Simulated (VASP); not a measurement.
# IrRu5 (Pmmm) in VASP: notebook

IrRu5 is run at these levels: PBE; tasks: single point.

Everything below comes from runs of VASP 6.6.1. Logs are shortened: lines on timing, memory, paths and dates and some standing lists are left out, and cuts for length are marked.

### Step 1. The cell of the first run

Symmetry: Pmmm, No. 47, orthorhombic system. The conventional cell has a = 2.699 Å, b = 3.822 Å, c = 8.102 Å, α = 90.00°, β = 90.00°, γ = 90.00°. Ru (site symmetry mm2) has 8 Ru at 2.68 to 2.74 Å and 4 Ir at 2.71 Å within 3.5 Å. Ru (site symmetry mm2) has 11 Ru at 2.68 to 2.70 Å and 1 Ir at 2.71 Å within 3.5 Å. Ru (site symmetry mmm) has 12 Ru at 2.68 to 2.70 Å within 3.5 Å. Within 3.6 Å of Ir (site symmetry mmm) lie 2 Ir at 2.70 Å and 10 Ru at 2.71 Å.

### Step 2. Single point, PBE

INCAR

```
  PREC = Accurate
  ENCUT = 520
  EDIFF = 1E-6
  ISMEAR = 0
  SIGMA = 0.1
  LREAL = False
  LASPH = True
  NELM = 60
  ALGO = Normal
  ISIF = 2
  LWAVE = False
  LCHARG = False
  GGA = PE
  NBANDS = 48
```

KPOINTS

```
regular mesh
0
Gamma
  6 4 2
```

POSCAR

```
IrRu5
1.0
    2.6985881000      0.0000000000      0.0000000000
    0.0000000000      3.8220052000      0.0000000000
    0.0000000000      0.0000000000      8.1019853000
Ru Ir
5 1
Direct
    0.5000000000      0.5000000000      0.1693150000
    0.0000000000      0.0000000000      0.3348340000
    0.5000000000      0.5000000000      0.5000000000
    0.0000000000      0.0000000000      0.6651660000
    0.5000000000      0.5000000000      0.8306850000
    0.0000000000      0.0000000000      0.0000000000
```

Potentials or basis: VASP PAW PBE potentials, release 64 (Ru_pv, Ir).

Run with:

```sh
> cat potpaw_PBE.64/Ru_pv/POTCAR potpaw_PBE.64/Ir/POTCAR > POTCAR
> mpirun -np 1 vasp_std > vasp.out
```

OUTCAR:

```text
PREC = Accurate
   ENCUT = 520
   EDIFF = 1E-6
   ISMEAR = 0
   LREAL = False
   LASPH = True
   NELM = 60
   ISIF = 2
   GGA = PE

 ion  position               nearest neighbor table
   1  0.500  0.500  0.169-   3 2.68   2 2.70   2 2.70   2 2.70   2 2.70   6 2.71   6 2.71   6 2.71
                             6 2.71   5 2.74
   2  0.000  0.000  0.335-   4 2.68   3 2.70   3 2.70   3 2.70   3 2.70   1 2.70   1 2.70   1 2.70
                             1 2.70   6 2.71
   3  0.500  0.500  0.500-   1 2.68   5 2.68   4 2.70   2 2.70   2 2.70   4 2.70   2 2.70   4 2.70
                             2 2.70   4 2.70
   4  0.000  0.000  0.665-   2 2.68   3 2.70   3 2.70   3 2.70   3 2.70   5 2.70   5 2.70   5 2.70
                             5 2.70   6 2.71
   5  0.500  0.500  0.831-   3 2.68   4 2.70   4 2.70   4 2.70   4 2.70   6 2.71   6 2.71   6 2.71
                             6 2.71   1 2.74
   6  0.000  0.000  0.000-   1 2.71   5 2.71   1 2.71   5 2.71   1 2.71   5 2.71   1 2.71   5 2.71
                             4 2.71   2 2.71

  LATTYP: Found a simple orthorhombic cell.
 ALAT       =     2.6985881000
 B/A-ratio  =     1.4162981005
 C/A-ratio  =     3.0023052796

  Lattice vectors:

 A1 = (   2.6985881000,   0.0000000000,   0.0000000000)
 A2 = (   0.0000000000,   3.8220052000,   0.0000000000)
 A3 = (   0.0000000000,   0.0000000000,   8.1019853000)

Analysis of symmetry for initial positions (statically):
=====================================================================
 Subroutine PRICEL returns:
 Original cell was already a primitive cell.

 Routine SETGRP: Setting up the symmetry group for a
 simple orthorhombic supercell.

 Subroutine GETGRP returns: Found  8 space group operations
 (whereof  8 operations were pure point group operations)
 out of a pool of  8 trial point group operations.

The static configuration has the point symmetry D_2h.

Analysis of symmetry for dynamics (positions and initial velocities):
=====================================================================
 Subroutine PRICEL returns:
 Original cell was already a primitive cell.

 Routine SETGRP: Setting up the symmetry group for a
 simple orthorhombic supercell.

 Subroutine GETGRP returns: Found  8 space group operations
 (whereof  8 operations were pure point group operations)
 out of a pool of  8 trial point group operations.

The dynamic configuration has the point symmetry D_2h.

 Subroutine INISYM returns: Found  8 space group operations
 (whereof  8 operations are pure point group operations),
 and found     1 'primitive' translations

----------------------------------------------------------------------------------------

                                     Primitive cell

  volume of cell :      83.5640

  direct lattice vectors                    reciprocal lattice vectors
     2.698588100  0.000000000  0.000000000     0.370564148  0.000000000  0.000000000
     0.000000000  3.822005200  0.000000000     0.000000000  0.261642763  0.000000000
     0.000000000  0.000000000  8.101985300     0.000000000  0.000000000  0.123426538

  length of vectors
     2.698588100  3.822005200  8.101985300     0.370564148  0.261642763  0.123426538

  position of ions in fractional coordinates (direct lattice)
     0.500000000  0.500000000  0.169315000
     0.000000000  0.000000000  0.334834000
     0.500000000  0.500000000  0.500000000
     0.000000000  0.000000000  0.665166000
     0.500000000  0.500000000  0.830685000
     0.000000000  0.000000000  0.000000000

  ion indices of the primitive-cell ions
   primitive index   ion index
                 1           1
                 2           2
                 3           3
                 4           4
                 5           5
                 6           6

----------------------------------------------------------------------------------------

 KPOINTS: regular mesh

Automatic generation of k-mesh.
 Grid dimensions read from file:
 generate k-points for:    6    4    2

 Generating k-lattice:

  Cartesian coordinates                     Fractional coordinates (reciprocal lattice)
     0.061760691  0.000000000  0.000000000     0.166666667  0.000000000  0.000000000
     0.000000000  0.065410691  0.000000000     0.000000000  0.250000000  0.000000000
     0.000000000  0.000000000  0.061713269     0.000000000  0.000000000  0.500000000

  Length of vectors
     0.061760691  0.065410691  0.061713269

  Shift w.r.t. Gamma in fractional coordinates (k-lattice)
     0.000000000  0.000000000  0.000000000

 Subroutine IBZKPT returns following result:
 ===========================================

 Found     24 irreducible k-points:

 Following reciprocal coordinates:
            Coordinates               Weight
  0.000000  0.000000  0.000000      1.000000
  0.166667  0.000000  0.000000      2.000000
  0.333333  0.000000  0.000000      2.000000
  0.500000  0.000000  0.000000      1.000000
  0.000000  0.250000  0.000000      2.000000
  0.166667  0.250000  0.000000      4.000000
[... 16 lines left out ...]
  0.333333  0.500000  0.500000      2.000000
  0.500000  0.500000  0.500000      1.000000
   k-points           NKPTS =     24   k-points in BZ     NKDIM =     24   number of bands    NBANDS=     48
   number of dos      NEDOS =    301   number of ions     NIONS =      6
   total plane-waves  NPLWV =  33600
   dimension x,y,z NGX =    20 NGY =   28 NGZ =   60
   dimension x,y,z NGXF=    40 NGYF=   56 NGZF=  120
   ions per type =               5   1
   NGX,Y,Z   is equivalent  to a cutoff of  12.32, 12.18, 12.31 a.u.
   NGXF,Y,Z  is equivalent  to a cutoff of  24.64, 24.36, 24.62 a.u.
 SYSTEM =  unknown system
   PREC   = accura    normal or accurate (medium, high low for compatibility)
   ISTART =      0    job   : 0-new  1-cont  2-samecut
   ICHARG =      2    charge: 1-file 2-atom 10-const
   ISPIN  =      1    spin polarized calculation?
   LNONCOLLINEAR =      F non collinear calculations
   LSORBIT =      F    spin-orbit coupling
   LASPH  =      T    aspherical Exc in radial PAW
   ENCUT  =  520.0 eV  38.22 Ry    6.18 a.u.   5.02  7.11 15.06*2*pi/ulx,y,z
   NELM   =     60;   NELMIN=  2; NELMDL= -5     # of ELM steps
   EDIFF  = 0.1E-05   stopping-criterion for ELM
   LREAL  =      F    real-space projection
   EDIFFG = 0.1E-04   stopping-criterion for IOM
   NSW    =      0    number of steps for IOM
   IBRION =     -1    ionic relax: 0-MD 1-quasi-New 2-CG
   NFREE  =      0    steps in history (QN), initial steepest desc. (CG)
   ISIF   =      2    stress and relaxation
   ISYM   =      2    0-nonsym 1-usesym 2-fastsym
   POTIM  = 0.5000    time-step for ionic-motion
   TEBEG  =    0.0;   TEEND  =   0.0 temperature during run
   PSTRESS=    0.0 pullay stress
   NELECT =      79.0000    total number of electrons
   NUPDOWN=      -1.0000    fix difference up-down
   EMIN   =  10.00;   EMAX   =-10.00  energy-range for DOS
   EFERMI =   0.00;   METHOD = LEGACY
   ISMEAR =     0;   SIGMA  =   0.10  broadening in eV -4-tet -1-fermi 0-gaus
   EFERMI_NEDOS =   21; number of points for ismear=-14 and -15
   IALGO  =     38    algorithm
   IMIX   =      4    mixing-type and parameters
     AMIX     =   0.40;   BMIX     =  1.00
     AMIX_MAG =   1.60;   BMIX_MAG =  1.00
  volume/ion in A,a.u.               =      13.93        93.99
  Fermi-wavevector in a.u.,A,eV,Ry     =   1.606734  3.036288 35.124737  2.581595
  Thomas-Fermi vector in A             =   2.702875
   LORBIT       =      0    0 simple, 1 ext, 2 COOP (PROOUT), +10 PAW based schemes
   GGA     = PE    functional components
   LHFCALC =     F    Hartree Fock is set to
   AEXX    =    0.0000 exact exchange contribution
   IVDW    =     0    specifies the selected vdW correction
   LEPSILON=     F    determine dielectric tensor
   LRPA    =     F    only Hartree local field effects (RPA)
 non-spin polarized calculation
 Gauss-broadening in eV      SIGMA  =   0.10
  energy-cutoff  :      520.00
  volume of cell :       83.56
 maximum number of plane-waves:      2280
   NGX = 11   NGY = 15   NGZ = 31

 number of electron      79.0000032 magnetization

 Free energy of the ion-electron system (eV)
  ---------------------------------------------------
  ext. energy  EPLUGINS =         0.00000000
  ---------------------------------------------------
  free energy    TOTEN  =       -54.53388184 eV

  energy without entropy =      -54.50065023  energy(sigma->0) =      -54.51726604

 E-fermi :  12.0752     XC(G=0): -13.9809

 val. band max:       12.0490056710   @ k =   0.3333   0.0000   0.0000
 cond. band min:      12.0888493831   @ k =   0.3333   0.2500   0.0000
 fundamental gap:      0.0398437120
 Fermi energy:        12.0752046343

 k-point     1 :       0.0000    0.0000    0.0000
  band No.  band energies     occupation
      1     -31.3434      2.00000
      2     -31.1495      2.00000
      3     -31.1326      2.00000
      4     -31.0867      2.00000
      5     -30.9570      2.00000
      6     -30.9186      2.00000
[... 40 lines left out ...]
     47      14.0838      0.00000
     48      14.0911      0.00000

 k-point     2 :       0.1667    0.0000    0.0000
  band No.  band energies     occupation
      1     -31.2774      2.00000
      2     -31.1384      2.00000
      3     -31.1133      2.00000
      4     -31.1044      2.00000
      5     -30.9926      2.00000
      6     -30.9051      2.00000
[... 40 lines left out ...]
     47      13.5585      0.00000
     48      13.7484      0.00000

 k-point     3 :       0.3333    0.0000    0.0000
  band No.  band energies     occupation
      1     -31.2378      2.00000
      2     -31.2319      2.00000
      3     -31.1556      2.00000
      4     -31.1049      2.00000
      5     -31.0529      2.00000
      6     -31.0279      2.00000
[... 1060 lines left out ...]
     47      15.7308      0.00000
     48      15.7923      0.00000

 k-point    24 :       0.5000    0.5000    0.5000
  band No.  band energies     occupation
      1     -31.4044      2.00000
      2     -31.3963      2.00000
      3     -31.2586      2.00000
      4     -31.2479      2.00000
      5     -31.1192      2.00000
      6     -31.1126      2.00000
[... 40 lines left out ...]
     47      16.3749      0.00000
     48      16.4750      0.00000

------------------------ aborting loop because EDIFF is reached ----------------------------------------

  FORCE on cell =-STRESS in cart. coord.  units (eV):
  Direction    XX          YY          ZZ          XY          YZ          ZX
  --------------------------------------------------------------------------------------
  -------------------------------------------------------------------------------------
  Total        1.5845437     -2.2201251      1.6720432      0.0000000      0.0000000      0.0000000
  in kB       30.3805393    -42.5665744     32.0581719      0.0000000      0.0000000      0.0000000
  external PRESSURE =       6.6240456 kB  Pullay stress =       0.0000000 kB

 VOLUME and BASIS-vectors are now :
 -----------------------------------------------------------------------------
  energy-cutoff  :      520.00
  volume of cell :       83.56
      direct lattice vectors                 reciprocal lattice vectors
     2.698588100  0.000000000  0.000000000     0.370564148  0.000000000  0.000000000
     0.000000000  3.822005200  0.000000000     0.000000000  0.261642763  0.000000000
     0.000000000  0.000000000  8.101985300     0.000000000  0.000000000  0.123426538

 POSITION                                       TOTAL-FORCE (eV/Angst)
 -----------------------------------------------------------------------------------
      1.34929      1.91100      1.37179         0.000000      0.000000      0.142300
      0.00000      0.00000      2.71282         0.000000      0.000000     -0.112602
      1.34929      1.91100      4.05099         0.000000      0.000000      0.000000
      0.00000      0.00000      5.38917         0.000000     -0.000000      0.112602
      1.34929      1.91100      6.73020        -0.000000      0.000000     -0.142300
      0.00000      0.00000      0.00000         0.000000      0.000000      0.000000
 -----------------------------------------------------------------------------------
    total drift:                               -0.000000     -0.000000      0.000000

  FREE ENERGIE OF THE ION-ELECTRON SYSTEM (eV)
  ---------------------------------------------------
  free  energy   TOTEN  =       -54.5338818404 eV

  energy  without entropy=      -54.5006502313  energy(sigma->0) =      -54.51726604
```

Wall time 2 min (1 thread of Intel Xeon Platinum 8259CL at 2.50GHz (Skylake/Cascade Lake), shared host); peak memory 0.22 GiB.

Results:

```
Free energy            : -54.5339 eV
Pressure               : 0.7 GPa
Largest force          : 0.142 eV/Å
Band gap on the k mesh : zero (an odd number of electrons rules out a gap without spin polarisation)
```

Forces in eV/Å, atoms in the order of the input:
```
Ru   0.000  0.000  0.142
Ru   0.000  0.000 -0.113
Ru   0.000  0.000  0.000
Ru   0.000  0.000  0.113
Ru   0.000  0.000 -0.142
Ir   0.000  0.000  0.000
```

Caveat: the k points lie up to 0.41 Å⁻¹ apart, too coarse for converged energies and pressures of a metal; spin-orbit coupling is left out, which moves the levels of the heavy elements.

### Step 3. Single point, PBE, collinear spin, ferromagnetic start

INCAR

```
SYSTEM = IrRu5
PREC = Accurate
ENCUT = 520
EDIFF = 1E-6
ISMEAR = 0
SIGMA = 0.1
LREAL = .False.
LASPH = .True.
NELM = 150
ALGO = Normal
ISIF = 2
LWAVE = .False.
LCHARG = .False.
ISPIN = 2
MAGMOM = 1 1 1 1 1 1
LORBIT = 11
LMAXMIX = 4
GGA = PE
NBANDS = 52
```

KPOINTS

```
Automatic mesh
0
Gamma
  6 4 2
  0 0 0
```

POSCAR is that of step 2.

Potentials or basis: VASP PAW PBE potentials, release 64 (Ru_pv, Ir).

Run with:

```sh
> cat potpaw_PBE.64/Ru_pv/POTCAR potpaw_PBE.64/Ir/POTCAR > POTCAR
> mpirun -np 1 vasp_std > vasp.out
```

Wall time 4.5 min (1 thread of Intel Xeon Platinum 8259CL at 2.50GHz (Skylake/Cascade Lake), shared host); peak memory 0.3 GiB.

The run converged. Its results:

```yaml
Free_energy: -54.5339 eV
Pressure: 0.7 GPa
Largest_force: 0.142 eV/Å
Net_moment: 0.00 μB per cell
Valence_electrons_inside_the_program's_atomic_spheres: Ru 12.62, 12.63 (each value once); Ir 8.37
```

Forces on the atoms (eV/Å):
```
Ru   0.000  0.000  0.142
Ru   0.000  0.000 -0.113
Ru   0.000  0.000  0.000
Ru   0.000  0.000  0.113
Ru   0.000  0.000 -0.142
Ir   0.000  0.000  0.000
```

Stress tensor (GPa, compression positive):
```
 3.06  0.00  0.00
 0.00 -4.24  0.00
 0.00  0.00  3.22
```

Levels at points of the mesh, in eV from the Fermi level:
Spin up:
| k point | band 36 | band 37 | band 38 | band 39 | band 40 | band 41 | band 42 | band 43 |
| --- | --- | --- | --- | --- | --- | --- | --- | --- |
| (0.00, 0.00, 0.00) | -1.56 | -1.23 | -0.77 | -0.60 | -0.35 | -0.29 | 0.66 | 0.81 |
| (0.50, 0.00, 0.00) | -0.42 | -0.41 | 0.92 | 0.96 | 1.03 | 1.04 | 1.41 | 1.44 |
| (0.00, 0.50, 0.00) | -1.46 | -1.43 | -1.00 | -1.00 | -0.84 | -0.84 | 0.43 | 0.57 |
| (0.50, 0.50, 0.00) | -0.84 | -0.81 | 0.59 | 0.74 | 1.13 | 1.33 | 1.39 | 1.40 |
| (0.00, 0.00, 0.50) | -0.81 | -0.58 | -0.57 | -0.54 | -0.53 | -0.41 | -0.33 | -0.21 |
| (0.50, 0.00, 0.50) | 0.11 | 0.32 | 0.34 | 0.40 | 1.45 | 1.48 | 1.99 | 2.00 |
| (0.00, 0.50, 0.50) | -1.48 | -1.47 | 0.31 | 0.33 | 0.35 | 0.44 | 0.71 | 0.76 |
| (0.50, 0.50, 0.50) | -1.43 | -1.39 | -0.84 | -0.62 | 1.25 | 1.37 | 1.42 | 1.42 |
Spin down:
```tsv
k point	band 36	band 37	band 38	band 39	band 40	band 41	band 42	band 43
(0.00, 0.00, 0.00)	-1.56	-1.23	-0.77	-0.60	-0.35	-0.29	0.67	0.81
(0.50, 0.00, 0.00)	-0.42	-0.41	0.92	0.96	1.03	1.04	1.41	1.44
(0.00, 0.50, 0.00)	-1.46	-1.43	-1.00	-1.00	-0.84	-0.84	0.43	0.57
(0.50, 0.50, 0.00)	-0.84	-0.81	0.59	0.74	1.13	1.33	1.39	1.40
(0.00, 0.00, 0.50)	-0.81	-0.58	-0.57	-0.54	-0.53	-0.41	-0.33	-0.21
(0.50, 0.00, 0.50)	0.11	0.32	0.34	0.40	1.45	1.48	1.99	2.00
(0.00, 0.50, 0.50)	-1.48	-1.47	0.31	0.33	0.35	0.44	0.71	0.76
(0.50, 0.50, 0.50)	-1.43	-1.39	-0.84	-0.62	1.25	1.37	1.42	1.42
```

Caveat: the k points lie up to 0.41 Å⁻¹ apart; spin-orbit coupling is left out, which moves the levels of the heavy elements.

The gap in the log of VASP goes by the Fermi energy; the results here count the filled bands.